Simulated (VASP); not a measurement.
# BaMo6 (Pm-3m) in VASP: relaxation of cell and atoms with PBE

Aim: the relaxation of cell and atoms of BaMo6 with PBE.

All numbers are computed with VASP 6.6.1; they aren't measurements. Logs are shortened: lines on timing, memory, paths and dates and some standing lists are left out, and cuts for length are marked.

**1. The cell of the first run**

It takes space group Pm-3m (No. 221, cubic). Conventional cell: a = 5.975 Å, b = 5.975 Å, c = 5.975 Å, α = 90.00°, β = 90.00°, γ = 90.00°. Within 5.7 Å of Ba (site symmetry m-3m) lie 24 Mo at 4.36 Å. Mo (site symmetry 4mm) has 5 Mo at 2.17 to 2.69 Å within 2.9 Å.

**2. Relaxation of cell and atoms, PBE**

INCAR

```
SYSTEM = BaMo6
PREC = Accurate ; ENCUT = 600
EDIFF = 1E-7 ; ISMEAR = 0
SIGMA = 0.1 ; LREAL = .FALSE.
LASPH = .TRUE. ; NELM = 100
ALGO = Normal ; ISIF = 3
LWAVE = .FALSE. ; LCHARG = .FALSE.
GGA = PE ; IBRION = 2
NSW = 100 ; EDIFFG = -0.01
```

KPOINTS

```
regular mesh
0
G
  6 6 6
  0 0 0
```

POSCAR

```
BaMo6
1.0
    5.9752121228      0.0000000000      0.0000000000
    0.0000000000      5.9752121228      0.0000000000
    0.0000000000      0.0000000000      5.9752121228
Ba Mo
1 6
Direct
    0.0000000000      0.0000000000      0.0000000000
    0.1816387041      0.5000000000      0.5000000000
    0.5000000000      0.1816387041      0.5000000000
    0.8183612959      0.5000000000      0.5000000000
    0.5000000000      0.8183612959      0.5000000000
    0.5000000000      0.5000000000      0.1816387041
    0.5000000000      0.5000000000      0.8183612959
```

Potentials or basis: VASP PAW PBE potentials, release 64 (Ba_sv, Mo_sv).

Run with:

```
cat potpaw_PBE.64/Ba_sv/POTCAR potpaw_PBE.64/Mo_sv/POTCAR > POTCAR
mpirun -np 1 vasp_std > vasp.out
```

OUTCAR:

```text
SYSTEM = BaMo6
   PREC = Accurate
   ENCUT = 600
   EDIFF = 1E-7
   ISMEAR = 0
   LREAL = .FALSE.
   LASPH = .TRUE.
   NELM = 100
   ISIF = 3
   GGA = PE
   IBRION = 2
   NSW = 100
   EDIFFG = -0.01

 ion  position               nearest neighbor table
   1  0.000  0.000  0.000-
   2  0.182  0.500  0.500-   4 2.17   3 2.69   5 2.69   6 2.69   7 2.69
   3  0.500  0.182  0.500-   5 2.17   4 2.69   2 2.69   6 2.69   7 2.69
   4  0.818  0.500  0.500-   2 2.17   3 2.69   5 2.69   6 2.69   7 2.69
   5  0.500  0.818  0.500-   3 2.17   2 2.69   4 2.69   6 2.69   7 2.69
   6  0.500  0.500  0.182-   7 2.17   3 2.69   4 2.69   5 2.69   2 2.69
   7  0.500  0.500  0.818-   6 2.17   3 2.69   4 2.69   5 2.69   2 2.69

  LATTYP: Found a simple cubic cell.
 ALAT       =     5.9752121228

  Lattice vectors:

 A1 = (   5.9752121228,   0.0000000000,   0.0000000000)
 A2 = (   0.0000000000,   5.9752121228,   0.0000000000)
 A3 = (   0.0000000000,   0.0000000000,   5.9752121228)

Analysis of symmetry for initial positions (statically):
=====================================================================
 Subroutine PRICEL returns:
 Original cell was already a primitive cell.

 Routine SETGRP: Setting up the symmetry group for a
 simple cubic supercell.

 Subroutine GETGRP returns: Found 48 space group operations
 (whereof 48 operations were pure point group operations)
 out of a pool of 48 trial point group operations.

The static configuration has the point symmetry O_h .

Analysis of symmetry for dynamics (positions and initial velocities):
=====================================================================
 Subroutine PRICEL returns:
 Original cell was already a primitive cell.

 Routine SETGRP: Setting up the symmetry group for a
 simple cubic supercell.

 Subroutine GETGRP returns: Found 48 space group operations
 (whereof 48 operations were pure point group operations)
 out of a pool of 48 trial point group operations.

The dynamic configuration has the point symmetry O_h .

 Subroutine INISYM returns: Found 48 space group operations
 (whereof 48 operations are pure point group operations),
 and found     1 'primitive' translations

----------------------------------------------------------------------------------------

                                     Primitive cell

  volume of cell :     213.3340

  direct lattice vectors                    reciprocal lattice vectors
[... 82 lines left out ...]
 SYSTEM =  BaMo6
   PREC   = accura    normal or accurate (medium, high low for compatibility)
   ISTART =      0    job   : 0-new  1-cont  2-samecut
   ICHARG =      2    charge: 1-file 2-atom 10-const
   ISPIN  =      1    spin polarized calculation?
   LNONCOLLINEAR =      F non collinear calculations
   LSORBIT =      F    spin-orbit coupling
   LASPH  =      T    aspherical Exc in radial PAW
   ENCUT  =  600.0 eV  44.10 Ry    6.64 a.u.  11.93 11.93 11.93*2*pi/ulx,y,z
   NELM   =    100;   NELMIN=  2; NELMDL= -5     # of ELM steps
   EDIFF  = 0.1E-06   stopping-criterion for ELM
   LREAL  =      F    real-space projection
   EDIFFG = -.1E-01   stopping-criterion for IOM
   NSW    =    100    number of steps for IOM
   IBRION =      2    ionic relax: 0-MD 1-quasi-New 2-CG
   NFREE  =      1    steps in history (QN), initial steepest desc. (CG)
   ISIF   =      3    stress and relaxation
   ISYM   =      2    0-nonsym 1-usesym 2-fastsym
   POTIM  = 0.5000    time-step for ionic-motion
   TEBEG  =    0.0;   TEEND  =   0.0 temperature during run
   PSTRESS=    0.0 pullay stress
   NELECT =      94.0000    total number of electrons
   NUPDOWN=      -1.0000    fix difference up-down
   EMIN   =  10.00;   EMAX   =-10.00  energy-range for DOS
   EFERMI =   0.00;   METHOD = LEGACY
   ISMEAR =     0;   SIGMA  =   0.10  broadening in eV -4-tet -1-fermi 0-gaus
   EFERMI_NEDOS =   21; number of points for ismear=-14 and -15
   IALGO  =     38    algorithm
   IMIX   =      4    mixing-type and parameters
     AMIX     =   0.40;   BMIX     =  1.00
     AMIX_MAG =   1.60;   BMIX_MAG =  1.00
  volume/ion in A,a.u.               =      30.48       205.66
  Fermi-wavevector in a.u.,A,eV,Ry     =   1.245750  2.354126 21.114776  1.551892
  Thomas-Fermi vector in A             =   2.379958
   LORBIT       =      0    0 simple, 1 ext, 2 COOP (PROOUT), +10 PAW based schemes
   GGA     = PE    functional components
   LHFCALC =     F    Hartree Fock is set to
   AEXX    =    0.0000 exact exchange contribution
   IVDW    =     0    specifies the selected vdW correction
   LEPSILON=     F    determine dielectric tensor
   LRPA    =     F    only Hartree local field effects (RPA)
 conjugate gradient relaxation of ions
 non-spin polarized calculation
 Gauss-broadening in eV      SIGMA  =   0.10
  energy-cutoff  :      600.00
  volume of cell :      213.33
 maximum number of plane-waves:      7160
 NGX is ok and might be reduce to    48
   NGX = 23   NGY = 23   NGZ = 23

--------------------------------------- Ionic step        1  -------------------------------------------

 number of electron      94.0000008 magnetization

 Free energy of the ion-electron system (eV)
  ---------------------------------------------------
  ext. energy  EPLUGINS =         0.00000000
  ---------------------------------------------------
  free energy    TOTEN  =       -55.50489608 eV

  energy without entropy =      -55.41132963  energy(sigma->0) =      -55.45811286

------------------------ aborting loop because EDIFF is reached ----------------------------------------

  FORCE on cell =-STRESS in cart. coord.  units (eV):
  Direction    XX          YY          ZZ          XY          YZ          ZX
  --------------------------------------------------------------------------------------
  -------------------------------------------------------------------------------------
  Total        0.1810066      0.1810066      0.1810066     -0.0000000     -0.0000000      0.0000000
  in kB        1.3593927      1.3593927      1.3593927     -0.0000000     -0.0000000      0.0000000
  external PRESSURE =       1.3593927 kB  Pullay stress =       0.0000000 kB
[... 151 lines left out ...]
--------------------------------------- Ionic step        5  -------------------------------------------

 number of electron      94.0000012 magnetization

 Free energy of the ion-electron system (eV)
  ---------------------------------------------------
  ext. energy  EPLUGINS =         0.00000000
  ---------------------------------------------------
  free energy    TOTEN  =       -55.51501362 eV

  energy without entropy =      -55.41265891  energy(sigma->0) =      -55.46383626

 E-fermi :   4.2564     XC(G=0):  -9.4068

 val. band max:        4.2471116920   @ k =   0.3333   0.3333   0.1667
 cond. band min:       4.2601009876   @ k =   0.3333   0.3333   0.3333
 fundamental gap:      0.0129892956
 Fermi energy:         4.2563832917

 k-point     1 :       0.0000    0.0000    0.0000
  band No.  band energies     occupation
      1     -56.2708      2.00000
      2     -56.0667      2.00000
      3     -56.0667      2.00000
      4     -55.6267      2.00000
      5     -55.6267      2.00000
      6     -55.6267      2.00000
[... 1203 lines left out ...]
  FREE ENERGIE OF THE ION-ELECTRON SYSTEM (eV)
  ---------------------------------------------------
  free  energy   TOTEN  =       -55.5150136173 eV

  energy  without entropy=      -55.4126589101  energy(sigma->0) =      -55.46383626

 reached required accuracy - stopping structural energy minimisation
```

OSZICAR:

```text
N       E                     dE             d eps       ncg     rms          rms(c)
DAV:   1     0.119666831944E+04    0.11967E+04   -0.60404E+04  2440   0.179E+03
DAV:   2     0.190293210046E+00   -0.11965E+04   -0.11674E+04  2448   0.503E+02
DAV:   3    -0.556797549157E+02   -0.55870E+02   -0.52326E+02  3048   0.926E+01
[... 52 lines left out ...]
DAV:   6    -0.555150144474E+02    0.35732E-05   -0.70648E-06  2736   0.812E-03    0.456E-03
DAV:   7    -0.555150131694E+02    0.12780E-05   -0.68386E-07  2344   0.309E-03    0.125E-03
DAV:   8    -0.555150134283E+02   -0.25884E-06   -0.63057E-08  1536   0.117E-03    0.595E-04
DAV:   9    -0.555150136533E+02   -0.22506E-06   -0.41810E-08  1608   0.853E-04    0.154E-04
DAV:  10    -0.555150136173E+02    0.35996E-07   -0.42070E-09  1408   0.272E-04
   5 F= -.55515014E+02 E0= -.55463836E+02  d E =-.606672E-03
```

It took 22 min on 1 thread of Intel Xeon Platinum 8259CL at 2.50GHz (Skylake/Cascade Lake), shared host; peak memory 0.48 GiB.

Results:

```
Free energy                            : -55.5150 eV
Relaxed volume                         : 30.52 Å³/atom
Relaxed cell                           : a = 5.978 Å, b = 5.978 Å, c = 5.978 Å, α = 90.00°, β = 90.00°, γ = 90.00°
Space group after relaxing (to 0.05 Å) : Pm-3m (No. 221)
Energy gained by relaxing              : 1.4 meV/atom
Ionic steps                            : 5
Pressure after relaxing                : 0.0 GPa
Band gap on the k mesh                 : zero (band 47 reaches 4.70 eV, above the bottom of band 48 at 4.09 eV)
```

The path:
```csv
step,energy change (eV),largest force (eV/Å),pressure (GPa),volume (Å³)
1,0.0000,0.2385,0.14,213.33
2,-0.0092,0.0491,-0.19,214.13
3,-0.0095,0.0187,-0.25,214.31
4,-0.0093,0.0182,0.29,212.87
5,-0.0101,0.0016,0.00,213.63
```

Final structure:
```
Ba Mo
1.0
     5.97801    0.00000    0.00000
     0.00000    5.97801    0.00000
     0.00000    0.00000    5.97801
Ba Mo
1 6
Direct
  0.00000 0.00000 0.00000
  0.18421 0.50000 0.50000
  0.50000 0.18421 0.50000
  0.81579 0.50000 0.50000
  0.50000 0.81579 0.50000
  0.50000 0.50000 0.18421
  0.50000 0.50000 0.81579
```

Levels at points of the mesh, in eV from the Fermi level:
| k point | band 45 | band 46 | band 47 | band 48 | band 49 | band 50 |
| --- | --- | --- | --- | --- | --- | --- |
| (0.00, 0.00, 0.00) | 0.44 | 0.44 | 0.44 | 0.86 | 0.86 | 0.86 |
| (0.50, 0.00, 0.00) | -0.43 | -0.07 | -0.02 | -0.02 | 0.48 | 0.48 |
| (0.50, 0.50, 0.00) | -0.40 | -0.40 | -0.18 | 0.17 | 0.17 | 0.41 |
| (0.50, 0.50, 0.50) | -0.45 | -0.16 | -0.16 | -0.16 | 0.11 | 0.11 |

Caveat: spin-orbit coupling is left out, which moves the levels of the heavy elements.
